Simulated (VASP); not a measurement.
Wanted: the native input for a VASP 6.6.1 run.

```yaml
Task: single point
Functional: PBEsol
Dispersion: D3(BJ)
Potentials_or_basis: VASP PAW PBE potentials, release 64 (Bi_d, Te)
Cutoff: 520 eV
k_mesh: 7 × 7 × 7
Occupations: fermi-dirac, width 0.05 eV
Spin: no spin polarisation
Dipole_correction: no
Further_INCAR_settings: ALGO = Normal; EDIFF = 1e-07; NBANDS = 18
```

The structure of BiTe lies in POSCAR:

```
BiTe
1.0
    0.0000000000      3.1570918862      3.1570918862
    3.1570918862      0.0000000000      3.1570918862
    3.1570918862      3.1570918862      0.0000000000
Bi Te
1 1
Direct
    0.0000000000      0.0000000000      0.0000000000
    0.5000000000      0.5000000000      0.5000000000
```

The input as run:

INCAR

```
PREC = Accurate
ENCUT = 520
EDIFF = 1E-7
ISMEAR = -1
SIGMA = 0.05
LREAL = False
LASPH = True
NELM = 60
ALGO = Normal
ISIF = 2
LWAVE = False
LCHARG = True
GGA = PS
IVDW = 12
LELF = True
LVHAR = True
NBANDS = 18
```

KPOINTS

```
Automatic mesh
0
Gamma
  7 7 7
```

Potentials or basis: VASP PAW PBE potentials, release 64 (Bi_d, Te).

The run is started by

```sh
$ cat potpaw_PBE.64/Bi_d/POTCAR potpaw_PBE.64/Te/POTCAR > POTCAR
$ mpirun -np 1 vasp_std > vasp.out
```

Results of the run:

```json
{
  "Pressure": "0.0 GPa",
  "Dispersion energy per atom": "-0.479 eV"
}
```

Caveat: the PAW data sets were made with another functional, which shifts forces and pressure a little; pairwise dispersion overbinds metals, which lowers pressure and volume.

Wall time 36 s on 1 thread of AMD EPYC 7R43 64-Core Processor (Zen 3), on a shared host, peak memory 0.18 GiB.
